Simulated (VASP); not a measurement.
Write the native input for VASP 6.6.1 that does the following.

```
Task                   : single point
Functional             : PBE
Potentials or basis    : VASP PAW PBE potentials, release 64 (B, N, Sn_d)
Cutoff                 : 520 eV
k mesh                 : 1 × 1 × 1, shifted
Occupations            : gaussian, width 0.01 eV
Spin                   : collinear spin
Fixed moment           : 1 μB
Dipole correction      : no
Further INCAR settings : LREAL = Auto; ALGO = Normal; EDIFF = 1e-07; NBANDS = 106
```

The structure of SnB17N18 (a cell with a defect) lies in POSCAR:

```
SnB17N18
1.0
    7.4650312809      0.0000000000      0.0000000000
   -3.7325156404      6.4649067293      0.0000000000
    0.0000000000      0.0000000000      6.4954828800
B N Sn
17 18 1
Direct
    0.0871585075      0.2110675221      0.2525259728
    0.2418353406      0.1190855321      0.7346807500
    0.0868497356      0.5439908721      0.2474402179
    0.2414013873      0.4584360717      0.7363831786
    0.0869304607      0.8779429950      0.2449598410
    0.2408990235      0.7887179427      0.7900351313
    0.4192079694      0.2093566340      0.2245085442
    0.5718637393      0.1172910691      0.7675346964
    0.4193236348      0.5447312626      0.2276485191
    0.4205717494      0.8776390698      0.2408619297
    0.5718376576      0.7908724847      0.7703567709
    0.7548321115      0.2115601631      0.2410985087
    0.9104965124      0.1233268871      0.7669362472
    0.7610657628      0.5482921464      0.1458108922
    0.9138374340      0.4562860812      0.8256872021
    0.7550035506      0.8784775838      0.2413223047
    0.9141589669      0.7942139426      0.8264069012
    0.1315711030      0.2334847662      0.7354125601
    0.1982023467      0.1007233113      0.2450974950
    0.1305305860      0.5655259007      0.7834250766
    0.1984338209      0.4338260739      0.2503366598
    0.1310738654      0.9014256196      0.7871029683
    0.1981983924      0.7671297232      0.2481935111
    0.4570544087      0.2079897690      0.6971882336
    0.5314941449      0.1003528377      0.2319420138
    0.4581764811      0.5826717124      0.7060651651
    0.5308247657      0.4333295258      0.2095590870
    0.4623071245      0.8988944482      0.7979022578
    0.5315956334      0.7669632169      0.2351941496
    0.7978970115      0.2347299982      0.7864108294
    0.8646080796      0.1005445089      0.2605938926
    0.8155775693      0.5758855996      0.8976242363
    0.8649607362      0.4330857845      0.2313621753
    0.7979809580      0.8987071338      0.7862436131
    0.8651021563      0.7681542487      0.2315938054
    0.6481660374      0.4929659635      0.5780390017
```

One way to write it, as run:

INCAR

```
PREC = Accurate
ENCUT = 520
EDIFF = 1E-7
ISMEAR = 0
SIGMA = 0.01
LREAL = Auto
LASPH = T
NELM = 150
ALGO = Normal
ISIF = 2
LWAVE = F
LCHARG = F
ISPIN = 2
MAGMOM = 0 0 0 0 0 0 0 0 0 0 0 0 0 0 0 0 0 0 0 0 0 0.01 0.01 0.03 0.01 0.03 0.04 0 0 0.01 0 0.1 0.05 0 0.04 0.1
LORBIT = 11
NUPDOWN = 1.0
GGA = PE
NBANDS = 106
```

KPOINTS

```
Automatic mesh
0
Gamma
  1 1 1
  0.25 0.25 0.25
```

Potentials or basis: VASP PAW PBE potentials, release 64 (B, N, Sn_d).

Launch:

```console
$ cat potpaw_PBE.64/B/POTCAR potpaw_PBE.64/N/POTCAR potpaw_PBE.64/Sn_d/POTCAR > POTCAR
$ mpirun -np 1 vasp_std > vasp.out
```

It gave:

```
Pressure                                              : 10.2 GPa
Largest force                                         : 0.257 eV/Å
Net moment                                            : 1.00 μB per cell
Site moments                                          : B -0.00, +0.00, +0.01 (each value once); N +0.00, +0.01, +0.04, +0.05, +0.10, +0.06 (each value once); Sn +0.33 μB
Valence electrons inside the program's atomic spheres : B 2.20, 2.18, 2.19, 2.22, 2.21, 2.15, 2.00 (each value once); N 4.01, 4.04, 3.98, 4.07, 4.00, 3.92 (each value once); Sn 12.39
```

Caveat: the k points lie up to 0.49 Å⁻¹ apart; the total moment is fixed, so each spin has its own Fermi level and the state may be an excited one.

Wall time 28 min on 1 thread of Intel Xeon 8259CL, on a shared host, peak memory 0.65 GiB.
